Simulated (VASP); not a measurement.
# Au (I4/mmm) in VASP: a series of runs

Runs on Au. Level: PBEsol. Tasks: single point.

Everything below comes from runs of VASP 6.6.1. Logs are shortened: lines on timing, memory, paths and dates and some standing lists are left out, and cuts for length are marked.

## 1. The cell of the first run

Symmetry: I4/mmm, No. 139, tetragonal system. The conventional cell has a = 3.404 Å, b = 3.404 Å, c = 3.080 Å, α = 90.00°, β = 90.00°, γ = 90.00°. Au (site symmetry 4/mmm) has 14 Au at 2.86 to 3.40 Å within 3.8 Å.

## 2. Single point, PBEsol (strain +0.050 along x and y, -0.050 along z)

INCAR

```
SYSTEM = Au
  PREC = Accurate
  ENCUT = 520
  EDIFF = 1E-6
  ISMEAR = 0
  SIGMA = 0.15
  LREAL = .FALSE.
  LASPH = .TRUE.
  NELM = 80
  ALGO = Fast
  ISIF = 2
  LWAVE = .FALSE.
  LCHARG = .FALSE.
  GGA = PS
  NBANDS = 12
```

KPOINTS

```
Automatic mesh
0
G
  26 26 26
  0 0 0
```

POSCAR

```
Au
1.0
   -1.7021270641      1.7021270641      1.5400197247
    1.7021270641     -1.7021270641      1.5400197247
    1.7021270641      1.7021270641     -1.5400197247
Au
1
Direct
    0.0000000000      0.0000000000      0.0000000000
```

Potentials or basis: VASP PAW PBE potentials, release 64 (Au).

The run is started by

```bash
> cat potpaw_PBE.64/Au/POTCAR > POTCAR
> mpirun -np 1 vasp_std > vasp.out
```

OUTCAR:

```text
SYSTEM = Au
   PREC = Accurate
   ENCUT = 520
   EDIFF = 1E-6
   ISMEAR = 0
   LREAL = .FALSE.
   LASPH = .TRUE.
   NELM = 80
   ISIF = 2
   GGA = PS

 ion  position               nearest neighbor table
   1  0.000  0.000  0.000-

  LATTYP: Found a body centered tetragonal cell.
 ALAT       =     3.4042541282
 C/A-ratio  =     0.9047619048

  Lattice vectors:

 A1 = (  -1.7021270641,   1.7021270641,   1.5400197247)
 A2 = (   1.7021270641,  -1.7021270641,   1.5400197247)
 A3 = (   1.7021270641,   1.7021270641,  -1.5400197247)

Analysis of symmetry for initial positions (statically):
=====================================================================
 Subroutine PRICEL returns:
 Original cell was already a primitive cell.

 Routine SETGRP: Setting up the symmetry group for a
 body centered tetragonal supercell.

 Subroutine GETGRP returns: Found 16 space group operations
 (whereof 16 operations were pure point group operations)
 out of a pool of 16 trial point group operations.

The static configuration has the point symmetry D_4h.

Analysis of symmetry for dynamics (positions and initial velocities):
=====================================================================
 Subroutine PRICEL returns:
 Original cell was already a primitive cell.

 Routine SETGRP: Setting up the symmetry group for a
 body centered tetragonal supercell.

 Subroutine GETGRP returns: Found 16 space group operations
 (whereof 16 operations were pure point group operations)
 out of a pool of 16 trial point group operations.

The dynamic configuration has the point symmetry D_4h.

 Subroutine INISYM returns: Found 16 space group operations
 (whereof 16 operations are pure point group operations),
 and found     1 'primitive' translations

----------------------------------------------------------------------------------------

                                     Primitive cell

  volume of cell :      17.8472

  direct lattice vectors                    reciprocal lattice vectors
    -1.702127064  1.702127064  1.540019725     0.000000000  0.293750103  0.324671166
     1.702127064 -1.702127064  1.540019725     0.293750103  0.000000000  0.324671166
     1.702127064  1.702127064 -1.540019725     0.293750103  0.293750103  0.000000000

  length of vectors
     2.857644806  2.857644806  2.857644806     0.437836144  0.437836144  0.415425379

  position of ions in fractional coordinates (direct lattice)
     0.000000000  0.000000000  0.000000000

  ion indices of the primitive-cell ions
   primitive index   ion index
                 1           1

[... 85 lines left out ...]
   EFERMI =   0.00;   METHOD = LEGACY
   ISMEAR =     0;   SIGMA  =   0.15  broadening in eV -4-tet -1-fermi 0-gaus
   EFERMI_NEDOS =   21; number of points for ismear=-14 and -15
   IALGO  =     68    algorithm
   IMIX   =      4    mixing-type and parameters
     AMIX     =   0.40;   BMIX     =  1.00
     AMIX_MAG =   1.60;   BMIX_MAG =  1.00
  volume/ion in A,a.u.               =      17.85       120.44
  Fermi-wavevector in a.u.,A,eV,Ry     =   1.393207  2.632779 26.409259  1.941026
  Thomas-Fermi vector in A             =   2.516875
   LORBIT       =      0    0 simple, 1 ext, 2 COOP (PROOUT), +10 PAW based schemes
   GGA     = PS    functional components
   LHFCALC =     F    Hartree Fock is set to
   AEXX    =    0.0000 exact exchange contribution
   IVDW    =     0    specifies the selected vdW correction
   LEPSILON=     F    determine dielectric tensor
   LRPA    =     F    only Hartree local field effects (RPA)
 non-spin polarized calculation
 RMM-DIIS sequential band-by-band and
 Gauss-broadening in eV      SIGMA  =   0.15
  energy-cutoff  :      520.00
  volume of cell :       17.85
 maximum number of plane-waves:       513
 NGX is ok and might be reduce to    24
   NGX = 11   NGY = 11   NGZ = 11

 number of electron      11.0000001 magnetization

 Free energy of the ion-electron system (eV)
  ---------------------------------------------------
  ext. energy  EPLUGINS =         0.00000000
  ---------------------------------------------------
  free energy    TOTEN  =        -3.88971152 eV

  energy without entropy =       -3.88666798  energy(sigma->0) =       -3.88818975

 E-fermi :   8.5375     XC(G=0): -12.6128

 val. band max:        8.5374330734   @ k =   0.5000   0.3462   0.0769
 cond. band min:       8.5398018641   @ k =  -0.1923  -0.3077   0.0385
 fundamental gap:      0.0023687907
 Fermi energy:         8.5374838006

 k-point     1 :       0.0000    0.0000    0.0000
  band No.  band energies     occupation
      1      -0.9061      2.00000
      2       3.5353      2.00000
      3       4.1902      2.00000
      4       4.1902      2.00000
      5       5.2499      2.00000
      6       6.0405      2.00000
      7      24.3763      0.00000
      8      24.3763      0.00000
      9      26.3462      0.00000
     10      31.1509      0.00000
     11      31.1509      0.00000
     12      32.7525      0.00000
[... 331 lines left out ...]
 k-point    24 :       0.3846    0.0385    0.0000
  band No.  band energies     occupation
      1       1.7720      2.00000
      2       2.8094      2.00000
      3       5.4639      2.00000
      4       6.1646      2.00000
      5       6.3897      2.00000
      6       7.0992      2.00000
      7      14.4148      0.00000
      8      20.8352      0.00000
      9      22.0249      0.00000
     10      28.5828      0.00000
     11      29.2896      0.00000
     12      31.4489      0.00000

 [... further k-points ...]

------------------------ aborting loop because EDIFF is reached ----------------------------------------

  FORCE on cell =-STRESS in cart. coord.  units (eV):
  Direction    XX          YY          ZZ          XY          YZ          ZX
  --------------------------------------------------------------------------------------
  -------------------------------------------------------------------------------------
  Total       -0.7364019     -0.7364019     -0.8411258      0.0000000     -0.0000000      0.0000000
  in kB      -66.1081864    -66.1081864    -75.5094520      0.0000000     -0.0000000      0.0000000
  external PRESSURE =     -69.2419416 kB  Pullay stress =       0.0000000 kB

 VOLUME and BASIS-vectors are now :
 -----------------------------------------------------------------------------
  energy-cutoff  :      520.00
  volume of cell :       17.85
      direct lattice vectors                 reciprocal lattice vectors
    -1.702127064  1.702127064  1.540019725     0.000000000  0.293750103  0.324671166
     1.702127064 -1.702127064  1.540019725     0.293750103  0.000000000  0.324671166
     1.702127064  1.702127064 -1.540019725     0.293750103  0.293750103  0.000000000

 POSITION                                       TOTAL-FORCE (eV/Angst)
 -----------------------------------------------------------------------------------
      0.00000      0.00000      0.00000         0.000000      0.000000     -0.000000
 -----------------------------------------------------------------------------------
    total drift:                                0.000000      0.000000      0.000000

  FREE ENERGIE OF THE ION-ELECTRON SYSTEM (eV)
  ---------------------------------------------------
  free  energy   TOTEN  =        -3.8897115175 eV

  energy  without entropy=       -3.8866679767  energy(sigma->0) =       -3.88818975
```

stdout:

```text
POSCAR found type information on POSCAR Au
 POSCAR found :  1 types and       1 ions
 scaLAPACK will be used
 -----------------------------------------------------------------------------
|                                                                             |
|                                                                             |
|     You enforced a specific xc type in the INCAR file but a different       |
|     I HOPE YOU KNOW WHAT YOU ARE DOING!                                     |
|                                                                             |
 -----------------------------------------------------------------------------

 LDA part: xc-table for (Slater+PW92), standard interpolation
 POSCAR, INCAR and KPOINTS ok, starting setup
 FFT: planning ... GRIDC
 FFT: planning ... GRID_SOFT
 FFT: planning ... GRID
 WAVECAR not read
 entering main loop
```

Run time: 97 s. Hardware: 1 thread of Intel Xeon 6975P-C (Granite Rapids), shared host; peak memory 0.38 GiB.

Results:

```
Free energy : -3.8897 eV
Pressure    : -6.9 GPa
```

Caveat: the cell differs from its parent crystal (strain +0.050 along x and y, -0.050 along z); the PAW data sets were made with another functional, which shifts forces and pressure a little; spin-orbit coupling is left out, which moves the levels of the heavy elements.

## 3. Single point, PBEsol (strain +0.050 along x and y, -0.025 along z)

INCAR

```
SYSTEM = Au
PREC = Accurate ; ENCUT = 520
EDIFF = 1E-7 ; ISMEAR = 0
SIGMA = 0.15 ; LREAL = .FALSE.
LASPH = .TRUE. ; NELM = 100
ALGO = Fast ; ISIF = 2
LWAVE = .FALSE. ; LCHARG = .FALSE.
GGA = PS ; NBANDS = 12
```

KPOINTS is that of step 2.

POSCAR

```
Au
1.0
   -1.7021270641      1.7021270641      1.5805465595
    1.7021270641     -1.7021270641      1.5805465595
    1.7021270641      1.7021270641     -1.5805465595
Au
1
Direct
    0.0000000000      0.0000000000      0.0000000000
```

Potentials or basis: VASP PAW PBE potentials, release 64 (Au).

The run is started by

```bash
> cat potpaw_PBE.64/Au/POTCAR > POTCAR
> mpirun -np 1 vasp_std > vasp.out
```

It took 1.9 min on 1 thread of Intel Xeon 6975P-C (Granite Rapids), shared host; peak memory 0.38 GiB.

Results (log left out):

```yaml
Free_energy: -3.8632 eV
Pressure: -10.1 GPa
```

Stress tensor (GPa, compression positive):
```
 -9.88   0.00   0.00
  0.00  -9.88   0.00
  0.00   0.00 -10.67
```

Levels at points of the mesh, in eV from the Fermi level:
```
           k point  band 2  band 3  band 4  band 5  band 6  band 7  band 8  band 9  band 10  band 11
(0.00, 0.00, 0.00)   -4.76   -4.30   -4.30   -3.06   -2.52   16.00   16.00   17.39    22.38    22.38
(0.50, 0.00, 0.00)   -5.60   -2.87   -2.32   -1.39   -0.24    3.36   11.95   12.85    20.07    20.94
(0.50, 0.50, 0.00)   -5.11   -3.26   -2.72   -1.46   -0.66    2.77   13.03   14.52    21.41    21.97
(0.50, 0.50, 0.50)   -6.22   -1.77   -1.77   -1.63    5.50    5.50    7.61    8.65    14.50    16.17
```

Caveat: the cell differs from its parent crystal (strain +0.050 along x and y, -0.025 along z); the PAW data sets were made with another functional, which shifts forces and pressure a little; spin-orbit coupling is left out, which moves the levels of the heavy elements.
